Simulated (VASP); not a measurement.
# BN (F-43m) in VASP: further runs, part 2 of 2

VASP 6.6.1. Earlier steps stand in the parts before.

## Step 4: Single point, PBE (strain -3.0%)

The input, INCAR:

```
PREC = Accurate
ENCUT = 520
EDIFF = 1E-6
ISMEAR = -1
SIGMA = 0.02
LREAL = False
LASPH = True
NELM = 100
ALGO = Normal
ISIF = 2
LWAVE = False
LCHARG = True
GGA = PE
LELF = True
LVHAR = True
NBANDS = 11
```

The input, KPOINTS:

```
regular mesh
0
Gamma
  12 12 12
```

The input, POSCAR:

```
BN
1.0
    0.0000000000      1.7506807011      1.7506807011
    1.7506807011      0.0000000000      1.7506807011
    1.7506807011      1.7506807011      0.0000000000
B N
1 1
Direct
    0.0000000000      0.0000000000      0.0000000000
    0.2500000000      0.2500000000      0.2500000000
```

On the command line:

```bash
> cat potpaw_PBE.64/B/POTCAR potpaw_PBE.64/N/POTCAR > POTCAR
> mpirun -np 1 vasp_std > vasp.out
```

Wall time 7.9 s (1 thread of Intel Xeon Platinum 8259CL at 2.50GHz (Skylake/Cascade Lake), shared host); peak memory 0.12 GiB.

It converged, with:

| Quantity | Value |
| --- | --- |
| Free energy | -17.2883 eV |
| Pressure | 47.2 GPa |
| Band gap on the k mesh | 4.55 eV, indirect (least direct gap 9.28 eV) |

Levels at points of the mesh, in eV from the valence-band top:
```tsv
k point	band 1	band 2	band 3	band 4	band 5	band 6	band 7	band 8	band 9
(0.00, 0.00, 0.00)	-21.36	0.00	0.00	0.00	9.28	9.28	9.28	11.95	26.60
(0.50, 0.00, 0.00)	-16.67	-11.61	-2.13	-2.13	11.23	11.23	11.43	16.24	24.90
(0.50, 0.50, 0.00)	-15.17	-9.57	-5.40	-5.40	4.55	9.77	19.44	19.44	22.50
```

Caveat: the cell differs from its parent crystal (strain -3.0%). A k mesh can miss the band edges.

## Step 5: Single point, PBE (strain -2.0%)

The input, INCAR:

```
ALGO = Normal
EDIFF = 1E-6
ENCUT = 520
GGA = PE
ISIF = 2
ISMEAR = -1
LASPH = T
LCHARG = F
LREAL = F
LWAVE = F
NBANDS = 11
NELM = 60
PREC = Accurate
SIGMA = 0.02
```

The input, KPOINTS:

```
k-points
0
Gamma
  12 12 12
```

The input, POSCAR:

```
BN
1.0
    0.0000000000      1.7687289557      1.7687289557
    1.7687289557      0.0000000000      1.7687289557
    1.7687289557      1.7687289557      0.0000000000
B N
1 1
Direct
    0.0000000000      0.0000000000      0.0000000000
    0.2500000000      0.2500000000      0.2500000000
```

On the command line:

```bash
> cat potpaw_PBE.64/B/POTCAR potpaw_PBE.64/N/POTCAR > POTCAR
> mpirun -np 1 vasp_std > vasp.out
```

Wall time 12 s (1 thread of Intel Xeon Platinum 8259CL at 2.50GHz (Skylake/Cascade Lake), shared host); peak memory 0.12 GiB.

Results (log left out):

| Item | Value |
| --- | --- |
| Free energy | -17.3709 eV |
| Pressure | 31.5 GPa |
| Band gap on the k mesh | 4.53 eV, indirect (least direct gap 9.13 eV) |

Levels at points of the mesh, in eV from the valence-band top:
```
           k point  band 2  band 3  band 4  band 5  band 6  band 7
(0.00, 0.00, 0.00)    0.00    0.00    0.00    9.13    9.13    9.13
(0.50, 0.00, 0.00)  -11.30   -2.07   -2.07   11.01   11.06   11.06
(0.50, 0.50, 0.00)   -9.35   -5.23   -5.23    4.53    9.60   18.94
```

Caveat: the cell differs from its parent crystal (strain -2.0%). A k mesh can miss the band edges.

## Step 6: Single point, PBE (strain -1.0%)

The input, INCAR:

```
PREC = Accurate ; ENCUT = 520
EDIFF = 1E-6 ; ISMEAR = -1
SIGMA = 0.02 ; LREAL = F
LASPH = T ; NELM = 60
ALGO = Normal ; ISIF = 2
LWAVE = F ; LCHARG = F
GGA = PE ; NBANDS = 11
```

The input, KPOINTS:

```
Automatic mesh
0
Gamma
  12 12 12
```

The input, POSCAR:

```
BN
1.0
    0.0000000000      1.7867772104      1.7867772104
    1.7867772104      0.0000000000      1.7867772104
    1.7867772104      1.7867772104      0.0000000000
B N
1 1
Direct
    0.0000000000      0.0000000000      0.0000000000
    0.2500000000      0.2500000000      0.2500000000
```

Potentials or basis: VASP PAW PBE potentials, release 64 (B, N).

On the command line:

```bash
> cat potpaw_PBE.64/B/POTCAR potpaw_PBE.64/N/POTCAR > POTCAR
> mpirun -np 1 vasp_std > vasp.out
```

OUTCAR:

```text
PREC = Accurate
   ENCUT = 520
   EDIFF = 1E-6
   ISMEAR = -1
   LREAL = F
   LASPH = T
   NELM = 60
   ISIF = 2
   GGA = PE

 ion  position               nearest neighbor table
   1  0.000  0.000  0.000-   2 1.55   2 1.55   2 1.55   2 1.55
   2  0.250  0.250  0.250-   1 1.55   1 1.55   1 1.55   1 1.55

  LATTYP: Found a face centered cubic cell.
 ALAT       =     3.5735544208

  Lattice vectors:

 A1 = (   0.0000000000,   1.7867772104,   1.7867772104)
 A2 = (   1.7867772104,   0.0000000000,   1.7867772104)
 A3 = (   1.7867772104,   1.7867772104,   0.0000000000)

Analysis of symmetry for initial positions (statically):
=====================================================================
 Subroutine PRICEL returns:
 Original cell was already a primitive cell.

 Routine SETGRP: Setting up the symmetry group for a
 face centered cubic supercell.

 Subroutine GETGRP returns: Found 24 space group operations
 (whereof 24 operations were pure point group operations)
 out of a pool of 48 trial point group operations.

The static configuration has the point symmetry T_d .

[... 167 lines left out ...]
  band No.  band energies     occupation
      1     -12.7946      2.00000
      2       7.8349      2.00000
      3       7.8349      2.00000
      4       7.8349      2.00000
      5      16.8198      0.00000
      6      16.8198      0.00000
      7      16.8198      0.00000
      8      18.7530      0.00000
      9      33.2440      0.00000
     10      36.0288      0.00000
     11      36.0288      0.00000
[... 309 lines left out ...]
 k-point    24 :      -0.4167    0.1667    0.0000
  band No.  band energies     occupation
      1      -8.0357      2.00000
      2      -2.4632      2.00000
      3       3.5948      2.00000
      4       5.1770      2.00000
      5      17.3218      0.00000
      6      20.3397      0.00000
      7      20.4799      0.00000
      8      23.9814      0.00000
      9      29.3244      0.00000
     10      33.6196      0.00000
     11      35.2212      0.00000

 [... further k-points ...]

------------------------ aborting loop because EDIFF is reached ----------------------------------------

  FORCE on cell =-STRESS in cart. coord.  units (eV):
  Direction    XX          YY          ZZ          XY          YZ          ZX
  --------------------------------------------------------------------------------------
  -------------------------------------------------------------------------------------
  Total        1.2465239      1.2465239      1.2465239      0.0000000      0.0000000     -0.0000000
  in kB      175.0531728    175.0531728    175.0531728      0.0000000      0.0000000     -0.0000000
  external PRESSURE =     175.0531728 kB  Pullay stress =       0.0000000 kB

 VOLUME and BASIS-vectors are now :
 -----------------------------------------------------------------------------
  energy-cutoff  :      520.00
  volume of cell :       11.41
      direct lattice vectors                 reciprocal lattice vectors
     0.000000000  1.786777210  1.786777210    -0.279833433  0.279833433  0.279833433
     1.786777210  0.000000000  1.786777210     0.279833433 -0.279833433  0.279833433
     1.786777210  1.786777210  0.000000000     0.279833433  0.279833433 -0.279833433

 POSITION                                       TOTAL-FORCE (eV/Angst)
 -----------------------------------------------------------------------------------
      0.00000      0.00000      0.00000         0.000000     -0.000000     -0.000000
      0.89339      0.89339      0.89339         0.000000      0.000000      0.000000
 -----------------------------------------------------------------------------------
    total drift:                                0.000000      0.000000      0.000000

  FREE ENERGIE OF THE ION-ELECTRON SYSTEM (eV)
  ---------------------------------------------------
  free  energy   TOTEN  =       -17.4235388227 eV

  energy  without entropy=      -17.4235388227  energy(sigma->0) =      -17.42353882
```

Run time: 12 s. Hardware: 1 thread of Intel Xeon Platinum 8259CL at 2.50GHz (Skylake/Cascade Lake), shared host; peak memory 0.12 GiB.

What came out:

| Quantity | Value |
| --- | --- |
| Free energy | -17.4235 eV |
| Pressure | 17.5 GPa |
| Band gap on the k mesh | 4.50 eV, indirect (least direct gap 8.98 eV) |

Levels at points of the mesh, in eV from the valence-band top:
```
           k point  band 2  band 3  band 4  band 5  band 6  band 7
(0.00, 0.00, 0.00)    0.00    0.00    0.00    8.98    8.98    8.98
(0.50, 0.00, 0.00)  -11.01   -2.01   -2.01   10.60   10.90   10.90
(0.50, 0.50, 0.00)   -9.14   -5.08   -5.08    4.50    9.43   18.46
```

Caveat: the cell differs from its parent crystal (strain -1.0%). A k mesh can miss the band edges.

## Step 7: Summary

```tsv
cell	k mesh	smearing	gap on the mesh (eV)	pressure (GPa)
a = 2.655 Å, angles 60.0°, 2 atoms	6 × 6 × 6	gaussian 0.01 eV	4.33	-32.2
a = 2.450 Å, angles 60.0°, 2 atoms	12 × 12 × 12	fermi-dirac 0.02 eV	4.58	64.8
a = 2.476 Å, angles 60.0°, 2 atoms	12 × 12 × 12	fermi-dirac 0.02 eV	4.55	47.2
a = 2.501 Å, angles 60.0°, 2 atoms	12 × 12 × 12	fermi-dirac 0.02 eV	4.53	31.5
a = 2.527 Å, angles 60.0°, 2 atoms	12 × 12 × 12	fermi-dirac 0.02 eV	4.50	17.5
```

Alike in all rows: task single point; level PBE; potentials or basis VASP PAW PBE potentials, release 64 (B, N); no spin polarisation; cutoff (eV) 520.

Caveats: some runs use coarse meshes.

Absolute energies hang on the potentials; compare differences alone.
